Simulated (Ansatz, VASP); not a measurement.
## One calculation of NaLi26F27, two programs

```
Na Li F
1.0
     0.00000    6.04200    6.04200
     6.04200    0.00000    6.04200
     6.04200    6.04200    0.00000
Na Li F
1 26 27
Direct
  0.00000 0.00000 0.00000
  0.00000 0.00000 0.33333
  0.00000 0.00000 0.66667
  0.00000 0.33333 0.00000
  0.00000 0.33333 0.33333
  0.00000 0.33333 0.66667
  0.00000 0.66667 0.00000
  0.00000 0.66667 0.33333
  0.00000 0.66667 0.66667
  0.33333 0.00000 0.00000
  0.33333 0.00000 0.33333
  0.33333 0.00000 0.66667
  0.33333 0.33333 0.00000
  0.33333 0.33333 0.33333
  0.33333 0.33333 0.66667
  0.33333 0.66667 0.00000
  0.33333 0.66667 0.33333
  0.33333 0.66667 0.66667
  0.66667 0.00000 0.00000
  0.66667 0.00000 0.33333
  0.66667 0.00000 0.66667
  0.66667 0.33333 0.00000
  0.66667 0.33333 0.33333
  0.66667 0.33333 0.66667
  0.66667 0.66667 0.00000
  0.66667 0.66667 0.33333
  0.66667 0.66667 0.66667
  0.16667 0.16667 0.16667
  0.16667 0.16667 0.50000
  0.16667 0.16667 0.83333
  0.16667 0.50000 0.16667
  0.16667 0.50000 0.50000
  0.16667 0.50000 0.83333
  0.16667 0.83333 0.16667
  0.16667 0.83333 0.50000
  0.16667 0.83333 0.83333
  0.50000 0.16667 0.16667
  0.50000 0.16667 0.50000
  0.50000 0.16667 0.83333
  0.50000 0.50000 0.16667
  0.50000 0.50000 0.50000
  0.50000 0.50000 0.83333
  0.50000 0.83333 0.16667
  0.50000 0.83333 0.50000
  0.50000 0.83333 0.83333
  0.83333 0.16667 0.16667
  0.83333 0.16667 0.50000
  0.83333 0.16667 0.83333
  0.83333 0.50000 0.16667
  0.83333 0.50000 0.50000
  0.83333 0.50000 0.83333
  0.83333 0.83333 0.16667
  0.83333 0.83333 0.50000
  0.83333 0.83333 0.83333
```

Alike in both runs: task electric field gradients; functional PBE; k mesh 3 × 3 × 3; occupations fermi-dirac, width 0.01 eV; no spin polarisation.

```csv
,VASP,Ansatz
version,VASP 6.6.1,Ansatz 0.2.0
potentials or method,"VASP PAW PBE potentials, release 64 (Na_pv, Li_sv, F)","plane-wave PAW, scalar-relativistic"
plane-wave cutoff (eV),520,420
valence electrons in the cell,274,276
```

Ansatz gave:

* gap on the k mesh at the Fermi level (eV): 9.09
* rms of the force components (eV/Å): 0.247
* size of Vzz on the site where it differs most (V/Å²): 18.7

Problem. What did VASP give for the same quantities?

Solution. gap on the k mesh at the Fermi level (eV): 9.09; rms of the force components (eV/Å): 0.255; size of Vzz on the site where it differs most (V/Å²): 19.2.

Atom by atom the forces differ by 0.008 eV/Å (rms over components). The functional is the same, so the differences come from potentials, cutoffs and numerics. VASP's potentials hold 274 valence electrons a cell and Ansatz's 276, so a difference there can come from the potentials and not from the codes.

Noted on VASP's run: the cutoff is short for stress, so the pressure is rough.
